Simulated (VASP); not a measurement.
# Zn5Cd2Te (P4/mmm) in VASP: further runs

The runs below take Zn5Cd2Te through single point, with PBE.

Everything below comes from runs of VASP 6.6.1. Logs are shortened: lines on timing, memory, paths and dates and some standing lists are left out, and cuts for length are marked.

## (1) The cell of the first run

It takes space group P4/mmm (No. 123, tetragonal). The conventional cell has a = 4.366 Å, b = 4.366 Å, c = 8.370 Å, α = 90.00°, β = 90.00°, γ = 90.00°. Zn (site symmetry 2mm) has 4 Cd at 2.99 Å and 6 Zn at 3.06 to 3.09 Å and 2 Te at 3.06 Å within 3.9 Å. Zn (site symmetry 4/mmm) has 8 Zn at 3.06 Å and 4 Te at 3.09 Å within 4.0 Å. Within 3.9 Å of Cd (site symmetry 4/mmm) lie 8 Zn at 2.99 Å and 4 Cd at 3.09 Å. Within 3.9 Å of Cd (site symmetry 4/mmm) lie 8 Zn at 2.99 Å and 4 Cd at 3.09 Å. Te (site symmetry 4/mmm) has 12 Zn at 3.06 to 3.09 Å within 4.0 Å.

## (2) Single point, PBE

The input, INCAR:

```
PREC = Accurate
ENCUT = 520
EDIFF = 1E-6
ISMEAR = 0
SIGMA = 0.2
LREAL = F
LASPH = T
NELM = 60
ALGO = Fast
ISIF = 2
LWAVE = F
LCHARG = F
GGA = PE
NBANDS = 55
```

The input, KPOINTS:

```
Automatic mesh
0
Gamma
  4 4 2
```

The input, POSCAR:

```
Zn5Cd2Te
1.0
    4.3658503498      0.0000000000      0.0000000000
    0.0000000000      4.3658503498      0.0000000000
    0.0000000000      0.0000000000      8.3698723246
Zn Cd Te
5 2 1
Direct
    0.0000000000      0.5000000000      0.7443976180
    0.5000000000      0.5000000000      0.0000000000
    0.5000000000      0.0000000000      0.7443976180
    0.0000000000      0.5000000000      0.2556023820
    0.5000000000      0.0000000000      0.2556023820
    0.0000000000      0.0000000000      0.5000000000
    0.5000000000      0.5000000000      0.5000000000
    0.0000000000      0.0000000000      0.0000000000
```

Potentials or basis: VASP PAW PBE potentials, release 64 (Zn, Cd, Te).

The run is started by

```
$ cat potpaw_PBE.64/Zn/POTCAR potpaw_PBE.64/Cd/POTCAR potpaw_PBE.64/Te/POTCAR > POTCAR
$ mpirun -np 1 vasp_std > vasp.out
```

OUTCAR:

```text
PREC = Accurate
   ENCUT = 520
   EDIFF = 1E-6
   ISMEAR = 0
   LREAL = F
   LASPH = T
   NELM = 60
   ISIF = 2
   GGA = PE

 ion  position               nearest neighbor table
   1  0.000  0.500  0.744-   6 2.99   7 2.99   6 2.99   7 2.99   8 3.06   8 3.06
   2  0.500  0.500  0.000-   8 3.09   8 3.09   8 3.09   8 3.09
   3  0.500  0.000  0.744-   6 2.99   7 2.99   7 2.99   6 2.99   8 3.06   8 3.06
   4  0.000  0.500  0.256-   6 2.99   7 2.99   6 2.99   7 2.99   8 3.06   8 3.06
   5  0.500  0.000  0.256-   6 2.99   7 2.99   7 2.99   6 2.99   8 3.06   8 3.06
   6  0.000  0.000  0.500-   1 2.99   3 2.99   4 2.99   5 2.99   1 2.99   4 2.99   3 2.99   5 2.99
                             7 3.09   7 3.09   7 3.09   7 3.09
   7  0.500  0.500  0.500-   1 2.99   3 2.99   4 2.99   5 2.99   3 2.99   5 2.99   1 2.99   4 2.99
                             6 3.09   6 3.09   6 3.09   6 3.09
   8  0.000  0.000  0.000-   1 3.06   3 3.06   4 3.06   5 3.06   1 3.06   4 3.06   3 3.06   5 3.06
                             2 3.09   2 3.09   2 3.09   2 3.09

  LATTYP: Found a simple tetragonal cell.
 ALAT       =     4.3658503498
 C/A-ratio  =     1.9171230468

  Lattice vectors:

 A1 = (   4.3658503498,   0.0000000000,   0.0000000000)
 A2 = (   0.0000000000,   4.3658503498,   0.0000000000)
 A3 = (   0.0000000000,   0.0000000000,   8.3698723246)

Analysis of symmetry for initial positions (statically):
=====================================================================
 Subroutine PRICEL returns:
 Original cell was already a primitive cell.

 Routine SETGRP: Setting up the symmetry group for a
 simple tetragonal supercell.

 Subroutine GETGRP returns: Found 16 space group operations
 (whereof 16 operations were pure point group operations)
 out of a pool of 16 trial point group operations.

The static configuration has the point symmetry D_4h.

Analysis of symmetry for dynamics (positions and initial velocities):
=====================================================================
 Subroutine PRICEL returns:
 Original cell was already a primitive cell.

 Routine SETGRP: Setting up the symmetry group for a
 simple tetragonal supercell.

 Subroutine GETGRP returns: Found 16 space group operations
 (whereof 16 operations were pure point group operations)
 out of a pool of 16 trial point group operations.

The dynamic configuration has the point symmetry D_4h.

 Subroutine INISYM returns: Found 16 space group operations
 (whereof 16 operations are pure point group operations),
 and found     1 'primitive' translations

----------------------------------------------------------------------------------------

                                     Primitive cell

  volume of cell :     159.5352

  direct lattice vectors                    reciprocal lattice vectors
     4.365850350  0.000000000  0.000000000     0.229050453  0.000000000  0.000000000
     0.000000000  4.365850350  0.000000000     0.000000000  0.229050453  0.000000000
     0.000000000  0.000000000  8.369872325     0.000000000  0.000000000  0.119476136

  length of vectors
     4.365850350  4.365850350  8.369872325     0.229050453  0.229050453  0.119476136

  position of ions in fractional coordinates (direct lattice)
     0.000000000  0.500000000  0.744397618
     0.500000000  0.500000000  0.000000000
     0.500000000  0.000000000  0.744397618
     0.000000000  0.500000000  0.255602382
     0.500000000  0.000000000  0.255602382
     0.000000000  0.000000000  0.500000000
     0.500000000  0.500000000  0.500000000
     0.000000000  0.000000000  0.000000000

  ion indices of the primitive-cell ions
   primitive index   ion index
                 1           1
                 2           2
                 3           3
                 4           4
                 5           5
                 6           6
                 7           7
                 8           8

----------------------------------------------------------------------------------------

 KPOINTS: Automatic mesh

Automatic generation of k-mesh.
 Grid dimensions read from file:
 generate k-points for:    4    4    2

 Generating k-lattice:

  Cartesian coordinates                     Fractional coordinates (reciprocal lattice)
     0.057262613  0.000000000  0.000000000     0.250000000  0.000000000  0.000000000
     0.000000000  0.057262613  0.000000000     0.000000000  0.250000000  0.000000000
     0.000000000  0.000000000  0.059738068     0.000000000  0.000000000  0.500000000

  Length of vectors
     0.057262613  0.057262613  0.059738068

  Shift w.r.t. Gamma in fractional coordinates (k-lattice)
     0.000000000  0.000000000  0.000000000

 Subroutine IBZKPT returns following result:
 ===========================================

 Found     12 irreducible k-points:

 Following reciprocal coordinates:
            Coordinates               Weight
  0.000000  0.000000  0.000000      1.000000
  0.250000  0.000000  0.000000      4.000000
  0.500000  0.000000  0.000000      2.000000
  0.250000  0.250000  0.000000      4.000000
  0.500000  0.250000  0.000000      4.000000
  0.500000  0.500000  0.000000      1.000000
  0.000000  0.000000  0.500000      1.000000
  0.250000  0.000000  0.500000      4.000000
  0.500000  0.000000  0.500000      2.000000
  0.250000  0.250000  0.500000      4.000000
  0.500000  0.250000  0.500000      4.000000
  0.500000  0.500000  0.500000      1.000000
   k-points           NKPTS =     12   k-points in BZ     NKDIM =     12   number of bands    NBANDS=     55
   number of dos      NEDOS =    301   number of ions     NIONS =      8
   total plane-waves  NPLWV =  65536
   dimension x,y,z NGX =    32 NGY =   32 NGZ =   64
   dimension x,y,z NGXF=    64 NGYF=   64 NGZF=  128
   ions per type =               5   2   1
   NGX,Y,Z   is equivalent  to a cutoff of  12.19, 12.19, 12.71 a.u.
   NGXF,Y,Z  is equivalent  to a cutoff of  24.37, 24.37, 25.42 a.u.
 SYSTEM =  unknown system
   PREC   = accura    normal or accurate (medium, high low for compatibility)
   ISTART =      0    job   : 0-new  1-cont  2-samecut
   ICHARG =      2    charge: 1-file 2-atom 10-const
   ISPIN  =      1    spin polarized calculation?
   LNONCOLLINEAR =      F non collinear calculations
   LSORBIT =      F    spin-orbit coupling
   LASPH  =      T    aspherical Exc in radial PAW
   ENCUT  =  520.0 eV  38.22 Ry    6.18 a.u.   8.12  8.12 15.56*2*pi/ulx,y,z
   NELM   =     60;   NELMIN=  2; NELMDL= -5     # of ELM steps
   EDIFF  = 0.1E-05   stopping-criterion for ELM
   LREAL  =      F    real-space projection
   EDIFFG = 0.1E-04   stopping-criterion for IOM
   NSW    =      0    number of steps for IOM
   IBRION =     -1    ionic relax: 0-MD 1-quasi-New 2-CG
   NFREE  =      0    steps in history (QN), initial steepest desc. (CG)
   ISIF   =      2    stress and relaxation
   ISYM   =      2    0-nonsym 1-usesym 2-fastsym
   POTIM  = 0.5000    time-step for ionic-motion
   TEBEG  =    0.0;   TEEND  =   0.0 temperature during run
   PSTRESS=    0.0 pullay stress
   NELECT =      90.0000    total number of electrons
   NUPDOWN=      -1.0000    fix difference up-down
   EMIN   =  10.00;   EMAX   =-10.00  energy-range for DOS
   EFERMI =   0.00;   METHOD = LEGACY
   ISMEAR =     0;   SIGMA  =   0.20  broadening in eV -4-tet -1-fermi 0-gaus
   EFERMI_NEDOS =   21; number of points for ismear=-14 and -15
   IALGO  =     68    algorithm
   IMIX   =      4    mixing-type and parameters
     AMIX     =   0.40;   BMIX     =  1.00
     AMIX_MAG =   1.60;   BMIX_MAG =  1.00
  volume/ion in A,a.u.               =      19.94       134.57
  Fermi-wavevector in a.u.,A,eV,Ry     =   1.352706  2.556244 24.896133  1.829814
  Thomas-Fermi vector in A             =   2.480023
   LORBIT       =      0    0 simple, 1 ext, 2 COOP (PROOUT), +10 PAW based schemes
   GGA     = PE    functional components
   LHFCALC =     F    Hartree Fock is set to
   AEXX    =    0.0000 exact exchange contribution
   IVDW    =     0    specifies the selected vdW correction
   LEPSILON=     F    determine dielectric tensor
   LRPA    =     F    only Hartree local field effects (RPA)
 non-spin polarized calculation
 RMM-DIIS sequential band-by-band and
 Gauss-broadening in eV      SIGMA  =   0.20
  energy-cutoff  :      520.00
  volume of cell :      159.54
 maximum number of plane-waves:      4344
   NGX = 17   NGY = 17   NGZ = 31

 number of electron      89.9999933 magnetization

 Free energy of the ion-electron system (eV)
  ---------------------------------------------------
  ext. energy  EPLUGINS =         0.00000000
  ---------------------------------------------------
  free energy    TOTEN  =        -9.11985867 eV

  energy without entropy =       -9.04984502  energy(sigma->0) =       -9.08485184

 E-fermi :   3.6428     XC(G=0): -10.7414

 val. band max:        3.5579801242   @ k =   0.5000   0.2500   0.0000
 cond. band min:       3.6669523716   @ k =   0.5000   0.5000   0.5000
 fundamental gap:      0.1089722475
 Fermi energy:         3.6427694358

 k-point     1 :       0.0000    0.0000    0.0000
  band No.  band energies     occupation
      1      -9.0167      2.00000
      2      -6.0410      2.00000
      3      -6.0146      2.00000
      4      -5.7915      2.00000
      5      -5.6915      2.00000
      6      -5.6915      2.00000
[... 47 lines left out ...]
     54       8.4954      0.00000
     55       9.3611      0.00000

 k-point     2 :       0.2500    0.0000    0.0000
  band No.  band energies     occupation
      1      -8.7874      2.00000
      2      -5.8840      2.00000
      3      -5.8526      2.00000
      4      -5.6520      2.00000
      5      -5.6483      2.00000
      6      -5.6253      2.00000
[... 47 lines left out ...]
     54       8.1785      0.00000
     55       8.9951      0.00000

 k-point     3 :       0.5000    0.0000    0.0000
  band No.  band energies     occupation
      1      -8.5103      2.00000
      2      -5.5597      2.00000
      3      -5.5312      2.00000
      4      -5.4889      2.00000
      5      -5.4883      2.00000
      6      -5.4834      2.00000
[... 456 lines left out ...]
 k-point    11 :       0.5000    0.2500    0.5000
  band No.  band energies     occupation
      1      -8.3585      2.00000
      2      -5.7434      2.00000
      3      -5.7318      2.00000
      4      -5.6937      2.00000
      5      -5.6741      2.00000
      6      -5.4292      2.00000
[... 47 lines left out ...]
     54       9.2324      0.00000
     55      10.3016      0.00000

 k-point    12 :       0.5000    0.5000    0.5000
  band No.  band energies     occupation
      1      -8.1959      2.00000
      2      -5.8416      2.00000
      3      -5.8416      2.00000
      4      -5.8091      2.00000
      5      -5.7869      2.00000
      6      -5.3673      2.00000
[... 47 lines left out ...]
     54      10.2539      0.00000
     55      11.8868      0.00000

------------------------ aborting loop because EDIFF is reached ----------------------------------------

  FORCE on cell =-STRESS in cart. coord.  units (eV):
  Direction    XX          YY          ZZ          XY          YZ          ZX
  --------------------------------------------------------------------------------------
  -------------------------------------------------------------------------------------
  Total       -0.4819482     -0.4819482     -0.5961694      0.0000000     -0.0000000     -0.0000000
  in kB       -4.8401006     -4.8401006     -5.9871992      0.0000000     -0.0000000     -0.0000000
  external PRESSURE =      -5.2224668 kB  Pullay stress =       0.0000000 kB

 VOLUME and BASIS-vectors are now :
 -----------------------------------------------------------------------------
  energy-cutoff  :      520.00
  volume of cell :      159.54
      direct lattice vectors                 reciprocal lattice vectors
     4.365850350  0.000000000  0.000000000     0.229050453  0.000000000  0.000000000
     0.000000000  4.365850350  0.000000000     0.000000000  0.229050453  0.000000000
     0.000000000  0.000000000  8.369872325     0.000000000  0.000000000  0.119476136

 POSITION                                       TOTAL-FORCE (eV/Angst)
 -----------------------------------------------------------------------------------
      0.00000      2.18293      6.23051         0.000000      0.000000      0.035672
      2.18293      2.18293      0.00000        -0.000000      0.000000      0.000000
      2.18293      0.00000      6.23051        -0.000000     -0.000000      0.035672
      0.00000      2.18293      2.13936         0.000000      0.000000     -0.035672
      2.18293      0.00000      2.13936         0.000000     -0.000000     -0.035672
      0.00000      0.00000      4.18494        -0.000000      0.000000      0.000000
      2.18293      2.18293      4.18494        -0.000000      0.000000      0.000000
      0.00000      0.00000      0.00000        -0.000000      0.000000      0.000000
 -----------------------------------------------------------------------------------
    total drift:                                0.000000      0.000000      0.000000

  FREE ENERGIE OF THE ION-ELECTRON SYSTEM (eV)
  ---------------------------------------------------
  free  energy   TOTEN  =        -9.1198586654 eV

  energy  without entropy=       -9.0498450242  energy(sigma->0) =       -9.08485184
```

Wall time 77 s (1 thread of AMD EPYC 7R43 (Zen 3), shared host); peak memory 0.26 GiB.

What came out:

```
Free energy            : -9.1199 eV
Pressure               : -0.5 GPa
Largest force          : 0.036 eV/Å
Band gap on the k mesh : zero (band 45 reaches 4.48 eV, above the bottom of band 46 at 1.30 eV)
```

Forces on the atoms (eV/Å):
```
Zn   0.000  0.000  0.036
Zn   0.000  0.000  0.000
Zn   0.000  0.000  0.036
Zn   0.000  0.000 -0.036
Zn   0.000  0.000 -0.036
Cd   0.000  0.000  0.000
Cd   0.000  0.000  0.000
Te   0.000  0.000  0.000
```

Caveat: the k points lie up to 0.38 Å⁻¹ apart; spin-orbit coupling is left out, which moves the levels of the heavy elements.

## (3) Single point, PBE

This run uses another cell than the first one, of 20.11 Å³/atom, 1.009 times its volume.

The input, INCAR:

```
SYSTEM = Zn5Cd2Te
  PREC = Accurate
  ENCUT = 520
  EDIFF = 1E-6
  ISMEAR = 0
  SIGMA = 0.2
  LREAL = .FALSE.
  LASPH = .TRUE.
  NELM = 100
  ALGO = Fast
  ISIF = 2
  LWAVE = .FALSE.
  LCHARG = .FALSE.
  GGA = PE
  NBANDS = 55
```

The input, KPOINTS:

```
Automatic mesh
0
G
  4 4 2
  0 0 0
```

The input, POSCAR:

```
Zn5Cd2Te
1.0
    4.2117915609      0.0000000000      0.0000000000
    0.0000000000      4.2117915609      0.0000000000
    0.0000000000      0.0000000000      9.0703671717
Zn Cd Te
5 2 1
Direct
    0.0000000000      0.5000000000      0.2161400561
    0.5000000000      0.0000000000      0.7838599439
    0.5000000000      0.0000000000      0.2161400561
    0.0000000000      0.5000000000      0.7838599439
    0.5000000000      0.5000000000      0.0000000000
    0.0000000000      0.0000000000      0.0000000000
    0.5000000000      0.5000000000      0.5000000000
    0.0000000000      0.0000000000      0.5000000000
```

Potentials or basis: VASP PAW PBE potentials, release 64 (Zn, Cd, Te).

The run is started by

```
$ cat potpaw_PBE.64/Zn/POTCAR potpaw_PBE.64/Cd/POTCAR potpaw_PBE.64/Te/POTCAR > POTCAR
$ mpirun -np 1 vasp_std > vasp.out
```

Run time: 86 s. Hardware: 1 thread of AMD EPYC 7R43 (Zen 3), shared host; peak memory 0.27 GiB.

Results (log left out):

- Free energy: -9.1384 eV
- Pressure: 0.3 GPa
- Largest force: 0.061 eV/Å
- Band gap on the k mesh: zero (band 45 reaches 4.86 eV, above the bottom of band 46 at 1.46 eV)

Forces in eV/Å, atoms in the order of the input:
```
Zn   0.000  0.000  0.061
Zn   0.000  0.000 -0.061
Zn   0.000  0.000  0.061
Zn   0.000  0.000 -0.061
Zn   0.000  0.000  0.000
Cd   0.000  0.000  0.000
Cd   0.000  0.000  0.000
Te   0.000  0.000  0.000
```

Stress tensor (GPa, compression positive):
```
0.23 0.00 0.00
0.00 0.23 0.00
0.00 0.00 0.49
```

Levels at points of the mesh, in eV from the Fermi level:
```
           k point  band 40  band 41  band 42  band 43  band 44  band 45  band 46  band 47  band 48  band 49
(0.00, 0.00, 0.00)    -2.70    -2.56    -2.56     0.08     0.08     0.09     0.92     1.64     1.96     2.00
(0.50, 0.00, 0.00)    -4.81    -4.24    -1.00    -0.98    -0.35     0.75     1.26     2.10     2.53     2.75
(0.50, 0.50, 0.00)    -3.72    -3.72    -3.52    -3.30    -2.09    -2.06    -1.89    -1.89     0.60     2.13
(0.00, 0.00, 0.50)    -2.48    -2.48    -1.52    -0.25    -0.25     0.98     1.14     1.22     1.80     2.51
(0.50, 0.00, 0.50)    -3.71    -2.99    -2.67    -1.80    -0.97     1.51     2.10     2.46     2.55     2.72
(0.50, 0.50, 0.50)    -4.08    -4.08    -3.67    -3.41    -1.47    -1.42    -0.76    -0.76    -0.19     0.21
```

Caveat: the k points lie up to 0.37 Å⁻¹ apart; spin-orbit coupling is left out, which moves the levels of the heavy elements.
